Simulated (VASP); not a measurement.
# BiO5 (P-6m2) in VASP: further runs

BiO5 is run at these levels: PBE; tasks: single point, relaxation of cell and atoms.

All numbers are computed with VASP 6.6.1; they aren't measurements. Logs are shortened: lines on timing, memory, paths and dates and some standing lists are left out, and cuts for length are marked.

## 1. The cell of the first run

It takes space group P-6m2 (No. 187, hexagonal). The conventional cell has a = 2.911 Å, b = 2.911 Å, c = 13.872 Å, α = 90.00°, β = 90.00°, γ = 120.00°. Bi (site symmetry -6m2) has 6 O at 2.82 Å and 6 Bi at 2.91 Å within 3.7 Å. O (site symmetry 3m) has 3 Bi at 2.82 Å and 9 O at 2.88 to 2.91 Å within 3.7 Å. Within 3.8 Å of O (site symmetry 3m) lie 12 O at 2.87 to 2.91 Å. O (site symmetry -6m2) has 12 O at 2.87 to 2.91 Å within 3.8 Å.

## 2. Single point, PBE

Input file INCAR:

```
SYSTEM = BiO5
  PREC = Accurate
  ENCUT = 520
  EDIFF = 1E-7
  ISMEAR = 0
  SIGMA = 0.1
  LREAL = .FALSE.
  LASPH = .TRUE.
  NELM = 100
  ALGO = Normal
  ISIF = 2
  LWAVE = .FALSE.
  LCHARG = .FALSE.
  GGA = PE
  NBANDS = 32
```

Input file KPOINTS:

```
Automatic mesh
0
G
  6 6 2
  0 0 0
```

Input file POSCAR:

```
BiO5
1.0
    2.9112972600      0.0000000000      0.0000000000
   -1.4556486300      2.5212573900      0.0000000000
    0.0000000000      0.0000000000     13.8723170700
Bi O
1 5
Direct
    0.6666666700      0.3333333300      0.0000000000
    0.0000000000      0.0000000000      0.8363369700
    0.6666666700      0.3333333300      0.6678038200
    0.0000000000      0.0000000000      0.5000000000
    0.6666666700      0.3333333300      0.3321961800
    0.0000000000      0.0000000000      0.1636630300
```

Potentials or basis: VASP PAW PBE potentials, release 64 (Bi_d, O).

Launch:

```
$ cat potpaw_PBE.64/Bi_d/POTCAR potpaw_PBE.64/O/POTCAR > POTCAR
$ mpirun -np 1 vasp_std > vasp.out
```

OUTCAR:

```text
SYSTEM = BiO5
   PREC = Accurate
   ENCUT = 520
   EDIFF = 1E-7
   ISMEAR = 0
   LREAL = .FALSE.
   LASPH = .TRUE.
   NELM = 100
   ISIF = 2
   GGA = PE

 ion  position               nearest neighbor table
   1  0.667  0.333  0.000-   2 2.82   6 2.82   2 2.82   6 2.82   2 2.82   6 2.82
   2  0.000  0.000  0.836-   1 2.82   1 2.82   1 2.82
   3  0.667  0.333  0.668-
   4  0.000  0.000  0.500-
   5  0.667  0.333  0.332-
   6  0.000  0.000  0.164-   1 2.82   1 2.82   1 2.82

  LATTYP: Found a hexagonal cell.
 ALAT       =     2.9112972600
 C/A-ratio  =     4.7649950627

  Lattice vectors:

 A1 = (   2.9112972600,   0.0000000000,   0.0000000000)
 A2 = (  -1.4556486300,   2.5212573900,   0.0000000000)
 A3 = (   0.0000000000,   0.0000000000,  13.8723170700)

Analysis of symmetry for initial positions (statically):
=====================================================================
 Subroutine PRICEL returns:
 Original cell was already a primitive cell.

 Routine SETGRP: Setting up the symmetry group for a
 hexagonal supercell.

 Subroutine GETGRP returns: Found 12 space group operations
 (whereof 12 operations were pure point group operations)
 out of a pool of 24 trial point group operations.

The static configuration has the point symmetry D_3h.

Analysis of symmetry for dynamics (positions and initial velocities):
=====================================================================
 Subroutine PRICEL returns:
 Original cell was already a primitive cell.

 Routine SETGRP: Setting up the symmetry group for a
 hexagonal supercell.

 Subroutine GETGRP returns: Found 12 space group operations
 (whereof 12 operations were pure point group operations)
 out of a pool of 24 trial point group operations.

The dynamic configuration has the point symmetry D_3h.

 Subroutine INISYM returns: Found 12 space group operations
 (whereof 12 operations are pure point group operations),
 and found     1 'primitive' translations

----------------------------------------------------------------------------------------

                                     Primitive cell

  volume of cell :     101.8246

  direct lattice vectors                    reciprocal lattice vectors
     2.911297260  0.000000000  0.000000000     0.343489486  0.198313747  0.000000000
    -1.455648630  2.521257390  0.000000000     0.000000000  0.396627494  0.000000000
     0.000000000  0.000000000 13.872317070     0.000000000  0.000000000  0.072086011

  length of vectors
     2.911297260  2.911297264 13.872317070     0.396627494  0.396627494  0.072086011

  position of ions in fractional coordinates (direct lattice)
     0.666666670  0.333333330  0.000000000
     0.000000000  0.000000000  0.836336970
     0.666666670  0.333333330  0.667803820
     0.000000000  0.000000000  0.500000000
     0.666666670  0.333333330  0.332196180
     0.000000000  0.000000000  0.163663030

  ion indices of the primitive-cell ions
   primitive index   ion index
                 1           1
                 2           2
                 3           3
                 4           4
                 5           5
                 6           6

----------------------------------------------------------------------------------------

 KPOINTS: Automatic mesh

Automatic generation of k-mesh.
 Grid dimensions read from file:
 generate k-points for:    6    6    2

 Generating k-lattice:

  Cartesian coordinates                     Fractional coordinates (reciprocal lattice)
     0.057248248  0.033052291  0.000000000     0.166666667 -0.000000000  0.000000000
     0.000000000  0.066104582  0.000000000     0.000000000  0.166666667  0.000000000
     0.000000000  0.000000000  0.036043005     0.000000000  0.000000000  0.500000000

  Length of vectors
     0.066104582  0.066104582  0.036043005

  Shift w.r.t. Gamma in fractional coordinates (k-lattice)
     0.000000000  0.000000000  0.000000000

 Subroutine IBZKPT returns following result:
 ===========================================

 Found     14 irreducible k-points:

 Following reciprocal coordinates:
            Coordinates               Weight
  0.000000  0.000000  0.000000      1.000000
  0.166667  0.000000  0.000000      6.000000
  0.333333  0.000000  0.000000      6.000000
  0.500000  0.000000  0.000000      3.000000
  0.166667  0.166667  0.000000      6.000000
  0.333333  0.166667  0.000000     12.000000
  0.333333  0.333333  0.000000      2.000000
  0.000000  0.000000  0.500000      1.000000
  0.166667  0.000000  0.500000      6.000000
  0.333333  0.000000  0.500000      6.000000
  0.500000  0.000000  0.500000      3.000000
  0.166667  0.166667  0.500000      6.000000
  0.333333  0.166667  0.500000     12.000000
  0.333333  0.333333  0.500000      2.000000
   k-points           NKPTS =     14   k-points in BZ     NKDIM =     14   number of bands    NBANDS=     32
   number of dos      NEDOS =    301   number of ions     NIONS =      6
   total plane-waves  NPLWV =  62208
   dimension x,y,z NGX =    24 NGY =   24 NGZ =  108
   dimension x,y,z NGXF=    48 NGYF=   48 NGZF=  216
   ions per type =               1   5
   NGX,Y,Z   is equivalent  to a cutoff of  13.70, 13.70, 12.94 a.u.
   NGXF,Y,Z  is equivalent  to a cutoff of  27.41, 27.41, 25.89 a.u.
 SYSTEM =  BiO5
   PREC   = accura    normal or accurate (medium, high low for compatibility)
   ISTART =      0    job   : 0-new  1-cont  2-samecut
   ICHARG =      2    charge: 1-file 2-atom 10-const
   ISPIN  =      1    spin polarized calculation?
   LNONCOLLINEAR =      F non collinear calculations
   LSORBIT =      F    spin-orbit coupling
   LASPH  =      T    aspherical Exc in radial PAW
   ENCUT  =  520.0 eV  38.22 Ry    6.18 a.u.   5.41  5.41 25.79*2*pi/ulx,y,z
   NELM   =    100;   NELMIN=  2; NELMDL= -5     # of ELM steps
   EDIFF  = 0.1E-06   stopping-criterion for ELM
   LREAL  =      F    real-space projection
   EDIFFG = 0.1E-05   stopping-criterion for IOM
   NSW    =      0    number of steps for IOM
   IBRION =     -1    ionic relax: 0-MD 1-quasi-New 2-CG
   NFREE  =      0    steps in history (QN), initial steepest desc. (CG)
   ISIF   =      2    stress and relaxation
   ISYM   =      2    0-nonsym 1-usesym 2-fastsym
   POTIM  = 0.5000    time-step for ionic-motion
   TEBEG  =    0.0;   TEEND  =   0.0 temperature during run
   PSTRESS=    0.0 pullay stress
   NELECT =      45.0000    total number of electrons
   NUPDOWN=      -1.0000    fix difference up-down
   EMIN   =  10.00;   EMAX   =-10.00  energy-range for DOS
   EFERMI =   0.00;   METHOD = LEGACY
   ISMEAR =     0;   SIGMA  =   0.10  broadening in eV -4-tet -1-fermi 0-gaus
   EFERMI_NEDOS =   21; number of points for ismear=-14 and -15
   IALGO  =     38    algorithm
   IMIX   =      4    mixing-type and parameters
     AMIX     =   0.40;   BMIX     =  1.00
     AMIX_MAG =   1.60;   BMIX_MAG =  1.00
  volume/ion in A,a.u.               =      16.97       114.52
  Fermi-wavevector in a.u.,A,eV,Ry     =   1.246986  2.356461 21.156692  1.554973
  Thomas-Fermi vector in A             =   2.381138
   LORBIT       =      0    0 simple, 1 ext, 2 COOP (PROOUT), +10 PAW based schemes
   GGA     = PE    functional components
   LHFCALC =     F    Hartree Fock is set to
   AEXX    =    0.0000 exact exchange contribution
   IVDW    =     0    specifies the selected vdW correction
   LEPSILON=     F    determine dielectric tensor
   LRPA    =     F    only Hartree local field effects (RPA)
 non-spin polarized calculation
 Gauss-broadening in eV      SIGMA  =   0.10
  energy-cutoff  :      520.00
  volume of cell :      101.82
 maximum number of plane-waves:      2799
 NGX is ok and might be reduce to    24
   NGX = 11   NGY = 11   NGZ = 51

 number of electron      44.9999979 magnetization

 Free energy of the ion-electron system (eV)
  ---------------------------------------------------
  ext. energy  EPLUGINS =         0.00000000
  ---------------------------------------------------
  free energy    TOTEN  =       -12.97306418 eV

  energy without entropy =      -12.87617817  energy(sigma->0) =      -12.92462118

 E-fermi :  -0.5514     XC(G=0):  -9.1885

 val. band max:       -0.5562355563   @ k =   0.3333   0.0000   0.0000
 cond. band min:      -0.5410891647   @ k =   0.3333   0.3333   0.0000
 fundamental gap:      0.0151463916
 Fermi energy:        -0.5513940942

 k-point     1 :       0.0000    0.0000    0.0000
  band No.  band energies     occupation
      1     -24.1445      2.00000
      2     -24.1417      2.00000
      3     -24.1417      2.00000
      4     -23.5277      2.00000
      5     -23.5277      2.00000
      6     -17.3561      2.00000
[... 24 lines left out ...]
     31      10.1709      0.00000
     32      11.0102      0.00000

 k-point     2 :       0.1667    0.0000    0.0000
  band No.  band energies     occupation
      1     -24.2219      2.00000
      2     -23.9662      2.00000
      3     -23.9637      2.00000
      4     -23.6321      2.00000
      5     -23.5501      2.00000
      6     -17.0378      2.00000
[... 24 lines left out ...]
     31      10.6582      0.00000
     32      11.6569      0.00000

 k-point     3 :       0.3333    0.0000    0.0000
  band No.  band energies     occupation
      1     -24.3813      2.00000
      2     -23.8317      2.00000
      3     -23.6226      2.00000
      4     -23.5997      2.00000
      5     -23.5947      2.00000
      6     -16.4208      2.00000
[... 24 lines left out ...]
     31      10.3396      0.00000
     32      12.4682      0.00000

 k-point     4 :       0.5000    0.0000    0.0000
  band No.  band energies     occupation
      1     -24.4607      2.00000
      2     -23.9273      2.00000
      3     -23.6169      2.00000
      4     -23.4625      2.00000
      5     -23.4079      2.00000
      6     -16.1154      2.00000
[... 304 lines left out ...]
     31      11.7584      0.00000
     32      12.2247      0.00000

 k-point    13 :       0.3333    0.1667    0.5000
  band No.  band energies     occupation
      1     -24.2434      2.00000
      2     -23.8763      2.00000
      3     -23.6700      2.00000
      4     -23.6645      2.00000
      5     -23.4466      2.00000
      6     -16.1212      2.00000
[... 24 lines left out ...]
     31      12.2146      0.00000
     32      12.9921      0.00000

 k-point    14 :       0.3333    0.3333    0.5000
  band No.  band energies     occupation
      1     -23.8581      2.00000
      2     -23.8560      2.00000
      3     -23.8101      2.00000
      4     -23.7967      2.00000
      5     -23.5320      2.00000
      6     -15.9789      2.00000
[... 24 lines left out ...]
     31      11.1378      0.00000
     32      14.3206      0.00000

------------------------ aborting loop because EDIFF is reached ----------------------------------------

  FORCE on cell =-STRESS in cart. coord.  units (eV):
  Direction    XX          YY          ZZ          XY          YZ          ZX
  --------------------------------------------------------------------------------------
  -------------------------------------------------------------------------------------
  Total        2.1702168      2.1702168    -16.1100086      0.0000000      0.0000000      0.0000000
  in kB       34.1476611     34.1476613   -253.4857866      0.0000000      0.0000000      0.0000000
  external PRESSURE =     -61.7301547 kB  Pullay stress =       0.0000000 kB

 VOLUME and BASIS-vectors are now :
 -----------------------------------------------------------------------------
  energy-cutoff  :      520.00
  volume of cell :      101.82
      direct lattice vectors                 reciprocal lattice vectors
     2.911297260  0.000000000  0.000000000     0.343489486  0.198313747  0.000000000
    -1.455648630  2.521257390  0.000000000     0.000000000  0.396627494  0.000000000
     0.000000000  0.000000000 13.872317070     0.000000000  0.000000000  0.072086011

 POSITION                                       TOTAL-FORCE (eV/Angst)
 -----------------------------------------------------------------------------------
      1.45565      0.84042      0.00000         0.000000      0.000000      0.000000
      0.00000      0.00000     11.60193        -0.000000      0.000000      1.752038
      1.45565      0.84042      9.26399         0.000000     -0.000000     -0.398337
      0.00000      0.00000      6.93616        -0.000000      0.000000      0.000000
      1.45565      0.84042      4.60833        -0.000000      0.000000      0.398337
      0.00000      0.00000      2.27039        -0.000000      0.000000     -1.752038
 -----------------------------------------------------------------------------------
    total drift:                               -0.000047      0.000027      0.000000

  FREE ENERGIE OF THE ION-ELECTRON SYSTEM (eV)
  ---------------------------------------------------
  free  energy   TOTEN  =       -12.9730641822 eV

  energy  without entropy=      -12.8761781680  energy(sigma->0) =      -12.92462118
```

Wall time 30 s (1 thread of Intel Xeon 6975P-C (Granite Rapids), shared host); peak memory 0.24 GiB.

Results:

* Free energy: -12.9731 eV
* Pressure: -6.2 GPa
* Largest force: 1.752 eV/Å

Forces on the atoms (eV/Å):
```
Bi   0.000  0.000  0.000
O    0.000  0.000  1.752
O    0.000  0.000 -0.398
O    0.000  0.000  0.000
O    0.000  0.000  0.398
O    0.000  0.000 -1.752
```

Stress tensor (GPa, compression positive):
```
  3.41   0.00   0.00
  0.00   3.41   0.00
  0.00   0.00 -25.35
```

Caveat: the k points lie up to 0.42 Å⁻¹ apart; spin-orbit coupling is left out, which moves the levels of the heavy elements; an odd number of electrons without spin polarisation forces a metal; a magnetic or distorted state may lie lower.

(Part 1 of 3 ends here.)
